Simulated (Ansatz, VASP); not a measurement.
**TiO2 in VASP and in Ansatz**

The input INCAR:

```
SYSTEM = TiO2
PREC = Accurate ; ENCUT = 520
EDIFF = 1E-7 ; ISMEAR = 0
SIGMA = 0.05 ; LREAL = .FALSE.
LASPH = .TRUE. ; NELM = 60
ALGO = Normal ; ISIF = 2
LWAVE = .FALSE. ; LCHARG = .TRUE.
GGA = PS ; LELF = .TRUE.
LVHAR = .TRUE. ; NBANDS = 33
```

File KPOINTS:

```
regular mesh
0
G
  6 6 10
  0 0 0
```

File POSCAR:

```
TiO2
1.0
    4.5912476203      0.0000000000      0.0000000000
    0.0000000000      4.5912476203     -0.1147811905
    0.0000000000     -0.0734748505      2.9389940195
Ti O
2 4
Direct
    0.0000000000      0.0000000000      0.0000000000
    0.5000000000      0.5000000000      0.5000000000
    0.3044387440      0.3044387440      0.0000000000
    0.1955612560      0.8044387440      0.5000000000
    0.6955612560      0.6955612560      0.0000000000
    0.8044387440      0.1955612560      0.5000000000
```

Input for Ansatz:

```yaml
crystal:
  lattice:
    - [4.5912476203, 0.0, 0.0]
    - [0.0, 4.5912476203, -0.1147811905]
    - [0.0, -0.0734748505, 2.9389940195]
  atoms:
    - { symbol: Ti, position: [0.0, 0.0, 0.0] }
    - { symbol: Ti, position: [0.5, 0.5, 0.5] }
    - { symbol: O, position: [0.304438744, 0.304438744, 0.0] }
    - { symbol: O, position: [0.195561256, 0.804438744, 0.5] }
    - { symbol: O, position: [0.695561256, 0.695561256, 0.0] }
    - { symbol: O, position: [0.804438744, 0.195561256, 0.5] }
basis:
  ecutwfc: 420
kpoints:
  mp_grid: { grid: [6, 6, 10] }
hamiltonian:
  xc: pbesol
scf:
  occupations: { method: gaussian, width: 0.05 }
output:
  forces: true
  stress: true
  eigenvalues: true
```

Change from the starting cell: strain -0.0500 x Voigt [0, 0, 0, 1, 0, 0], atoms carried along.

Alike in both runs: task single point; functional PBEsol; k mesh 6 × 6 × 10; occupations gaussian, width 0.05 eV; no spin polarisation.

```csv
,VASP,Ansatz
version,VASP 6.6.1,Ansatz 0.2.0
potentials or method,"VASP PAW PBE potentials, release 64 (Ti_sv, O), cutoff 520 eV","scalar-relativistic, plane waves, PAW"
valence electrons in the cell,48,48
```

```csv
,VASP,Ansatz,Ansatz less VASP
gap on the k mesh at the Fermi level (eV),1.82,1.85,+0.027
least direct gap on the mesh (eV),1.85,1.87,+0.028
pressure (GPa),1.2,0.6,-0.67
"traceless stress, the component that is largest in VASP (GPa)",7.39,7.31,-0.078
rms of the force components (eV/Å),0.139,0.131,-0.0080
```

VASP's potentials were made for PBE, not for PBEsol. Atom by atom the forces differ by 0.013 eV/Å (rms over components).
